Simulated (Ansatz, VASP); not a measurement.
## K: VASP beside Ansatz

```
CELL_PARAMETERS angstrom
-2.60924 2.60924 2.60924
2.60924 -2.60924 2.60924
2.60924 2.60924 -2.60924
ATOMIC_POSITIONS crystal
K 0.00000 0.00000 0.00000
```

Change from the starting cell: volume scaled by 0.99.

Alike in both runs: task single point; functional PBEsol; k mesh 10 × 10 × 10; occupations fermi-dirac, width 0.08 eV; no spin polarisation.

|  | VASP | Ansatz |
| --- | --- | --- |
| version | VASP 6.6.1 | Ansatz 0.2.0 |
| potentials or method | VASP PAW PBE potentials, release 64 (K_sv), cutoff 520 eV | all-electron LAPW, scalar-relativistic |

|  | VASP | Ansatz | Ansatz less VASP |
| --- | --- | --- | --- |
| pressure (GPa) | 0.0 | 0.0 | +0.01 |

VASP's potentials were made for PBE, not for PBEsol. Ansatz ran all-electron here, and VASP with PAW potentials.
